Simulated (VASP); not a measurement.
# TaN (I4/mmm) in VASP: notebook

Runs on TaN. Level: PBE. Tasks: single point.

Program: VASP 6.6.1. These are calculated values, not measurements. Logs are shortened: lines on timing, memory, paths and dates and some standing lists are left out, and cuts for length are marked.

## Step 1: The cell of the first run

It takes space group I4/mmm (No. 139, tetragonal). Conventional cell: a = 3.123 Å, b = 3.123 Å, c = 3.755 Å, α = 90.00°, β = 90.00°, γ = 90.00°. Ta (site symmetry 4/mmm) has 6 N at 1.88 to 2.21 Å within 2.5 Å. N (site symmetry 4/mmm) has 6 Ta at 1.88 to 2.21 Å within 2.5 Å.

## Step 2: Single point, PBE (strain -0.1500 x Voigt [0, 1, 0, 0, 0, 0])

Input file INCAR:

```
ALGO = Normal ; EDIFF = 1E-6
ENCUT = 520 ; GGA = PE
ISIF = 2 ; ISMEAR = 0
LASPH = T ; LCHARG = F
LREAL = F ; LWAVE = F
NBANDS = 15 ; NELM = 60
PREC = Accurate ; SIGMA = 0.15
```

Input file KPOINTS:

```
k-points
0
Gamma
  24 24 24
```

Input file POSCAR:

```
TaN
1.0
    0.0000000000      1.8773395618      2.2086347786
    2.2086347786      0.0000000000      2.2086347786
    2.2086347786      1.8773395618      0.0000000000
Ta N
1 1
Direct
    0.5000000000      0.5000000000      0.5000000000
    0.0000000000      0.0000000000      0.0000000000
```

Potentials or basis: VASP PAW PBE potentials, release 64 (Ta_pv, N).

Command:

```
> cat potpaw_PBE.64/Ta_pv/POTCAR potpaw_PBE.64/N/POTCAR > POTCAR
> mpirun -np 1 vasp_std > vasp.out
```

OUTCAR:

```text
EDIFF = 1E-6
   ENCUT = 520
   GGA = PE
   ISIF = 2
   ISMEAR = 0
   LASPH = T
   LREAL = F
   NELM = 60
   PREC = Accurate

 ion  position               nearest neighbor table
   1  0.500  0.500  0.500-   2 1.88   2 1.88   2 2.21   2 2.21   2 2.21   2 2.21
   2  0.000  0.000  0.000-   1 1.88   1 1.88   1 2.21   1 2.21   1 2.21   1 2.21

  LATTYP: Found a body centered tetragonal cell.
 ALAT       =     3.1234812582
 C/A-ratio  =     1.2020815280

  Lattice vectors:

 A1 = (   0.0000000000,  -1.8773395618,   2.2086347786)
 A2 = (   0.0000000000,  -1.8773395618,  -2.2086347786)
 A3 = (   2.2086347786,   1.8773395618,   0.0000000000)

Analysis of symmetry for initial positions (statically):
=====================================================================
 Subroutine PRICEL returns:
 Original cell was already a primitive cell.

 Routine SETGRP: Setting up the symmetry group for a
 body centered tetragonal supercell.

 Subroutine GETGRP returns: Found 16 space group operations
 (whereof 16 operations were pure point group operations)
 out of a pool of 16 trial point group operations.

The static configuration has the point symmetry D_4h.

Analysis of symmetry for dynamics (positions and initial velocities):
=====================================================================
 Subroutine PRICEL returns:
 Original cell was already a primitive cell.

 Routine SETGRP: Setting up the symmetry group for a
 body centered tetragonal supercell.

 Subroutine GETGRP returns: Found 16 space group operations
 (whereof 16 operations were pure point group operations)
 out of a pool of 16 trial point group operations.

The dynamic configuration has the point symmetry D_4h.

 Subroutine INISYM returns: Found 16 space group operations
 (whereof 16 operations are pure point group operations),
 and found     1 'primitive' translations

----------------------------------------------------------------------------------------

                                     Primitive cell

  volume of cell :      18.3156

  direct lattice vectors                    reciprocal lattice vectors
     0.000000000  1.877339562  2.208634779    -0.226384192  0.266334344  0.226384192
     2.208634779  0.000000000  2.208634779     0.226384192 -0.266334344  0.226384192
     2.208634779  1.877339562  0.000000000     0.226384192  0.266334344 -0.226384192

  length of vectors
     2.898701678  3.123481258  2.898701678     0.416453584  0.416453584  0.416453584

  position of ions in fractional coordinates (direct lattice)
     0.500000000  0.500000000  0.500000000
     0.000000000  0.000000000  0.000000000

  ion indices of the primitive-cell ions
   primitive index   ion index
                 1           1
                 2           2

----------------------------------------------------------------------------------------

 KPOINTS: k-points

Automatic generation of k-mesh.
 Grid dimensions read from file:
 generate k-points for:   24   24   24

 Generating k-lattice:

  Cartesian coordinates                     Fractional coordinates (reciprocal lattice)
    -0.009432675  0.011097264  0.009432675     0.041666667  0.000000000 -0.000000000
     0.009432675 -0.011097264  0.009432675     0.000000000  0.041666667  0.000000000
     0.009432675  0.011097264 -0.009432675    -0.000000000  0.000000000  0.041666667

  Length of vectors
     0.017352233  0.017352233  0.017352233

  Shift w.r.t. Gamma in fractional coordinates (k-lattice)
     0.000000000  0.000000000  0.000000000

 Subroutine IBZKPT returns following result:
 ===========================================

 Found   1063 irreducible k-points:

 Following reciprocal coordinates:
            Coordinates               Weight
  0.000000  0.000000  0.000000      1.000000
  0.041667  0.000000  0.000000      8.000000
  0.083333  0.000000 -0.000000      8.000000
  0.125000  0.000000  0.000000      8.000000
  0.166667  0.000000 -0.000000      8.000000
  0.208333  0.000000  0.000000      8.000000
[... 16 lines left out ...]
  0.416667  0.041667  0.000000     16.000000
  0.458333  0.041667  0.000000     16.000000
 [... further k-points ...]
   k-points           NKPTS =   1063   k-points in BZ     NKDIM =   1063   number of bands    NBANDS=     15
   number of dos      NEDOS =    301   number of ions     NIONS =      2
   total plane-waves  NPLWV =  13824
   dimension x,y,z NGX =    24 NGY =   24 NGZ =   24
   dimension x,y,z NGXF=    48 NGYF=   48 NGZF=   48
   ions per type =               1   1
   NGX,Y,Z   is equivalent  to a cutoff of  13.76, 12.77, 13.76 a.u.
   NGXF,Y,Z  is equivalent  to a cutoff of  27.53, 25.55, 27.53 a.u.
 SYSTEM =  unknown system
   PREC   = accura    normal or accurate (medium, high low for compatibility)
   ISTART =      0    job   : 0-new  1-cont  2-samecut
   ICHARG =      2    charge: 1-file 2-atom 10-const
   ISPIN  =      1    spin polarized calculation?
   LNONCOLLINEAR =      F non collinear calculations
   LSORBIT =      F    spin-orbit coupling
   LASPH  =      T    aspherical Exc in radial PAW
   ENCUT  =  520.0 eV  38.22 Ry    6.18 a.u.   5.39  5.81  5.39*2*pi/ulx,y,z
   NELM   =     60;   NELMIN=  2; NELMDL= -5     # of ELM steps
   EDIFF  = 0.1E-05   stopping-criterion for ELM
   LREAL  =      F    real-space projection
   EDIFFG = 0.1E-04   stopping-criterion for IOM
   NSW    =      0    number of steps for IOM
   IBRION =     -1    ionic relax: 0-MD 1-quasi-New 2-CG
   NFREE  =      0    steps in history (QN), initial steepest desc. (CG)
   ISIF   =      2    stress and relaxation
   ISYM   =      2    0-nonsym 1-usesym 2-fastsym
   POTIM  = 0.5000    time-step for ionic-motion
   TEBEG  =    0.0;   TEEND  =   0.0 temperature during run
   PSTRESS=    0.0 pullay stress
   NELECT =      16.0000    total number of electrons
   NUPDOWN=      -1.0000    fix difference up-down
   EMIN   =  10.00;   EMAX   =-10.00  energy-range for DOS
   EFERMI =   0.00;   METHOD = LEGACY
   ISMEAR =     0;   SIGMA  =   0.15  broadening in eV -4-tet -1-fermi 0-gaus
   EFERMI_NEDOS =   21; number of points for ismear=-14 and -15
   IALGO  =     38    algorithm
   IMIX   =      4    mixing-type and parameters
     AMIX     =   0.40;   BMIX     =  1.00
     AMIX_MAG =   1.60;   BMIX_MAG =  1.00
  volume/ion in A,a.u.               =       9.16        61.80
  Fermi-wavevector in a.u.,A,eV,Ry     =   1.564977  2.957378 33.322747  2.449153
  Thomas-Fermi vector in A             =   2.667521
   LORBIT       =      0    0 simple, 1 ext, 2 COOP (PROOUT), +10 PAW based schemes
   GGA     = PE    functional components
   LHFCALC =     F    Hartree Fock is set to
   AEXX    =    0.0000 exact exchange contribution
   IVDW    =     0    specifies the selected vdW correction
   LEPSILON=     F    determine dielectric tensor
   LRPA    =     F    only Hartree local field effects (RPA)
 non-spin polarized calculation
 Gauss-broadening in eV      SIGMA  =   0.15
  energy-cutoff  :      520.00
  volume of cell :       18.32
 maximum number of plane-waves:       512
 NGX is ok and might be reduce to    24
   NGX = 11   NGY = 11   NGZ = 11

 number of electron      16.0000002 magnetization

 Free energy of the ion-electron system (eV)
  ---------------------------------------------------
  ext. energy  EPLUGINS =         0.00000000
  ---------------------------------------------------
  free energy    TOTEN  =       -19.77387021 eV

  energy without entropy =      -19.76493798  energy(sigma->0) =      -19.76940410

 E-fermi :  11.2447     XC(G=0): -14.2339

 val. band max:       11.2439571492   @ k =  -0.4583   0.0000   0.1250
 cond. band min:      11.2447815781   @ k =  -0.3750   0.3750   0.1250
 fundamental gap:      0.0008244289
 Fermi energy:        11.2446818888

 k-point     1 :       0.0000    0.0000    0.0000
  band No.  band energies     occupation
      1     -24.2405      2.00000
      2     -24.0116      2.00000
      3     -24.0116      2.00000
      4      -8.8903      2.00000
      5       6.5790      2.00000
      6       6.5790      2.00000
      7       8.2394      2.00000
      8       8.2394      2.00000
      9       8.2852      2.00000
     10       9.6771      2.00000
     11      10.0508      2.00000
     12      10.4242      2.00000
     13      18.1091      0.00000
     14      21.1301      0.00000
     15      24.2432      0.00000

 k-point     2 :       0.0417    0.0000    0.0000
  band No.  band energies     occupation
      1     -24.2553      2.00000
      2     -24.0264      2.00000
      3     -24.0168      2.00000
      4      -8.8281      2.00000
      5       6.2814      2.00000
      6       6.3382      2.00000
      7       7.8950      2.00000
      8       8.4020      2.00000
      9       8.5600      2.00000
     10       9.9623      2.00000
     11      10.2524      2.00000
     12      10.4512      2.00000
     13      18.2585      0.00000
     14      21.2941      0.00000
     15      24.2431      0.00000

 k-point     3 :       0.0833    0.0000   -0.0000
  band No.  band energies     occupation
      1     -24.3091      2.00000
      2     -24.0584      2.00000
      3     -24.0321      2.00000
      4      -8.6452      2.00000
      5       5.6336      2.00000
      6       5.8159      2.00000
      7       7.3244      2.00000
      8       8.7452      2.00000
      9       8.9316      2.00000
     10      10.3745      2.00000
     11      10.7521      2.00000
     12      10.7995      1.99997
     13      18.6803      0.00000
     14      21.7674      0.00000
     15      24.2429      0.00000
[... 343 lines left out ...]
 k-point    23 :       0.4167    0.0417    0.0000
  band No.  band energies     occupation
      1     -25.5120      2.00000
      2     -24.2857      2.00000
      3     -24.1211      2.00000
      4      -5.1540      2.00000
      5       0.3763      2.00000
      6       2.4494      2.00000
      7       2.8183      2.00000
      8      12.5625      0.00000
      9      12.8148      0.00000
     10      14.0189      0.00000
     11      16.2985      0.00000
     12      17.6920      0.00000
     13      20.6180      0.00000
     14      24.2435      0.00000
     15      25.6048      0.00000

 k-point    24 :       0.4583    0.0417    0.0000
  band No.  band energies     occupation
      1     -25.5978      2.00000
      2     -24.3060      2.00000
      3     -24.1174      2.00000
      4      -4.7335      2.00000
      5      -0.0366      2.00000
      6       2.3033      2.00000
      7       2.5069      2.00000
      8      12.7804      0.00000
      9      13.5743      0.00000
     10      14.6814      0.00000
     11      16.1946      0.00000
     12      18.1242      0.00000
     13      20.4614      0.00000
     14      24.2461      0.00000
     15      24.6247      0.00000

 [... further k-points ...]
[... 5 lines left out ...]
  --------------------------------------------------------------------------------------
  -------------------------------------------------------------------------------------
  Total        4.2173764     30.6173628      4.2173764      0.0000000      0.0000000      0.0000000
  in kB      368.9200922   2678.2907544    368.9200922      0.0000000      0.0000000      0.0000000
  external PRESSURE =    1138.7103129 kB  Pullay stress =       0.0000000 kB

 VOLUME and BASIS-vectors are now :
 -----------------------------------------------------------------------------
  energy-cutoff  :      520.00
  volume of cell :       18.32
      direct lattice vectors                 reciprocal lattice vectors
     0.000000000  1.877339562  2.208634779    -0.226384192  0.266334344  0.226384192
     2.208634779  0.000000000  2.208634779     0.226384192 -0.266334344  0.226384192
     2.208634779  1.877339562  0.000000000     0.226384192  0.266334344 -0.226384192

 POSITION                                       TOTAL-FORCE (eV/Angst)
 -----------------------------------------------------------------------------------
      2.20863      1.87734      2.20863        -0.000000     -0.000000      0.000000
      0.00000      0.00000      0.00000         0.000000      0.000000     -0.000000
 -----------------------------------------------------------------------------------
    total drift:                                0.000000     -0.000000     -0.000000

  FREE ENERGIE OF THE ION-ELECTRON SYSTEM (eV)
  ---------------------------------------------------
  free  energy   TOTEN  =       -19.7738702130 eV

  energy  without entropy=      -19.7649379849  energy(sigma->0) =      -19.76940410
```

Run time: 2.7 min. Hardware: 1 thread of Intel Xeon Platinum 8488C (Sapphire Rapids), shared host; peak memory 0.4 GiB.

What came out:

```yaml
Free_energy: -19.7739 eV
Pressure: 113.9 GPa
Band_gap_on_the_k_mesh: zero (band 8 reaches 13.46 eV, above the bottom of band 9 at 8.29 eV)
```

Stress tensor (GPa, compression positive):
```
 36.89   0.00   0.00
  0.00 267.83   0.00
  0.00   0.00  36.89
```

Levels at points of the mesh, in eV from the Fermi level:
| k point | band 6 | band 7 | band 8 | band 9 | band 10 | band 11 |
| --- | --- | --- | --- | --- | --- | --- |
| (0.00, 0.00, 0.00) | -4.67 | -3.01 | -3.01 | -2.96 | -1.57 | -1.19 |
| (0.50, 0.00, 0.00) | -9.04 | -9.00 | 1.52 | 3.64 | 3.81 | 4.16 |
| (0.50, 0.50, 0.00) | -6.17 | -5.22 | -3.44 | 1.24 | 3.36 | 5.21 |
| (0.50, 0.00, 0.50) | -5.52 | -5.52 | -4.77 | 3.11 | 4.28 | 4.28 |

Caveat: the cell differs from its parent crystal (strain -0.1500 x Voigt [0, 1, 0, 0, 0, 0]); spin-orbit coupling is left out, which moves the levels of the heavy elements.

## Step 3: Single point, PBE (strain -0.1125 x Voigt [0, 1, 0, 0, 0, 0])

Input file INCAR:

```
PREC     = Accurate       # precision mode
ENCUT    = 520            # plane-wave cutoff, eV
EDIFF    = 1E-6           # SCF threshold, eV
ISMEAR   = 0              # smearing method
SIGMA    = 0.15           # smearing width, eV
LREAL    = False          # projectors in reciprocal space
LASPH    = True           # aspherical terms in the spheres
NELM     = 100            # most SCF steps
ALGO     = Normal         # electronic algorithm
ISIF     = 2              # what is computed and relaxed
LWAVE    = False          # write WAVECAR
LCHARG   = True           # write CHGCAR
GGA      = PE             # functional
LELF     = True           # ELF
LVHAR    = True         
NBANDS   = 15             # bands
```

Input file KPOINTS:

```
Automatic mesh
0
Gamma
  24 24 24
```

Input file POSCAR:

```
TaN
1.0
    0.0000000000      1.9601633660      2.2086347786
    2.2086347786      0.0000000000      2.2086347786
    2.2086347786      1.9601633660      0.0000000000
Ta N
1 1
Direct
    0.5000000000      0.5000000000      0.5000000000
    0.0000000000      0.0000000000      0.0000000000
```

Potentials or basis: VASP PAW PBE potentials, release 64 (Ta_pv, N).

Command:

```
> cat potpaw_PBE.64/Ta_pv/POTCAR potpaw_PBE.64/N/POTCAR > POTCAR
> mpirun -np 1 vasp_std > vasp.out
```

Run time: 2.7 min. Hardware: 1 thread of Intel Xeon Platinum 8488C (Sapphire Rapids), shared host; peak memory 0.41 GiB.

It converged, with:

* Free energy: -20.8405 eV
* Pressure: 69.6 GPa
* Band gap on the k mesh: zero (band 8 reaches 12.66 eV, above the bottom of band 9 at 7.96 eV)

Stress tensor (GPa, compression positive):
```
 24.14   0.00   0.00
  0.00 160.38   0.00
  0.00   0.00  24.14
```

Levels at points of the mesh, in eV from the Fermi level:
```csv
k point,band 4,band 5,band 6,band 7,band 8,band 9,band 10,band 11,band 12,band 13
"(0.00, 0.00, 0.00)",-19.78,-4.41,-4.41,-3.42,-2.80,-2.80,-1.24,-0.93,-0.83,4.92
"(0.50, 0.00, 0.00)",-15.84,-11.27,-8.57,-8.53,1.61,2.98,3.11,4.07,7.17,9.11
"(0.50, 0.50, 0.00)",-18.62,-7.25,-6.01,-5.03,-4.01,1.63,3.37,4.81,6.19,8.86
"(0.50, 0.00, 0.50)",-18.57,-6.40,-5.53,-5.30,-5.30,2.74,4.11,4.11,5.98,9.31
```

Caveat: the cell differs from its parent crystal (strain -0.1125 x Voigt [0, 1, 0, 0, 0, 0]); spin-orbit coupling is left out, which moves the levels of the heavy elements.

## Step 4: Single point, PBE (strain -0.0750 x Voigt [0, 1, 0, 0, 0, 0])

Input file INCAR:

```
SYSTEM = TaN
  PREC = Accurate
  ENCUT = 520
  EDIFF = 1E-7
  ISMEAR = 0
  SIGMA = 0.15
  LREAL = .FALSE.
  LASPH = .TRUE.
  NELM = 60
  ALGO = Normal
  ISIF = 2
  LWAVE = .FALSE.
  LCHARG = .FALSE.
  GGA = PE
  NBANDS = 15
```

Input file KPOINTS:

```
regular mesh
0
G
  24 24 24
  0 0 0
```

Input file POSCAR:

```
TaN
1.0
    0.0000000000      2.0429871702      2.2086347786
    2.2086347786      0.0000000000      2.2086347786
    2.2086347786      2.0429871702      0.0000000000
Ta N
1 1
Direct
    0.5000000000      0.5000000000      0.5000000000
    0.0000000000      0.0000000000      0.0000000000
```

Command:

```
> cat potpaw_PBE.64/Ta_pv/POTCAR potpaw_PBE.64/N/POTCAR > POTCAR
> mpirun -np 1 vasp_std > vasp.out
```

Wall time 3.2 min (1 thread of Intel Xeon Platinum 8488C (Sapphire Rapids), shared host); peak memory 0.42 GiB.

It converged, with:

- Free energy: -21.4515 eV
- Pressure: 38.0 GPa
- Band gap on the k mesh: zero (band 8 reaches 12.07 eV, above the bottom of band 9 at 7.72 eV)

Stress tensor (GPa, compression positive):
```
14.06  0.00  0.00
 0.00 85.84  0.00
 0.00  0.00 14.06
```

Levels at points of the mesh, in eV from the Fermi level:
| k point | band 4 | band 5 | band 6 | band 7 | band 8 | band 9 | band 10 | band 11 | band 12 | band 13 |
| --- | --- | --- | --- | --- | --- | --- | --- | --- | --- | --- |
| (0.00, 0.00, 0.00) | -19.43 | -4.18 | -4.18 | -3.67 | -2.57 | -2.57 | -1.59 | -0.51 | -0.40 | 3.33 |
| (0.50, 0.00, 0.00) | -15.92 | -10.93 | -8.15 | -8.13 | 1.70 | 2.48 | 2.56 | 3.98 | 7.23 | 8.74 |
| (0.50, 0.50, 0.00) | -18.21 | -7.05 | -5.83 | -4.87 | -4.36 | 1.92 | 3.39 | 4.37 | 5.50 | 7.77 |
| (0.50, 0.00, 0.50) | -18.16 | -6.06 | -6.04 | -5.07 | -5.07 | 2.45 | 3.90 | 3.90 | 5.39 | 8.24 |

Caveat: the cell differs from its parent crystal (strain -0.0750 x Voigt [0, 1, 0, 0, 0, 0]); spin-orbit coupling is left out, which moves the levels of the heavy elements.

## Step 5: Summary

```tsv
cell	gap on the mesh (eV)	pressure (GPa)
a = 2.899, b = 3.123 Å, angles 57.4, 65.2, 57.4°, 2 atoms	none	113.9
a = 2.953, b = 3.123 Å, angles 58.1, 63.9, 58.1°, 2 atoms	none	69.6
a = 3.009, b = 3.123 Å, angles 58.7, 62.5, 58.7°, 2 atoms	none	38.0
```

Alike in all rows: task single point; level PBE; potentials or basis VASP PAW PBE potentials, release 64 (Ta_pv, N); no spin polarisation; k mesh 24 × 24 × 24; cutoff (eV) 520; smearing gaussian 0.15 eV.

Caveats: spin-orbit coupling is left out, which moves the levels of the heavy elements.

Total energies depend on the potentials used, so only differences within one code and one set of settings carry meaning.
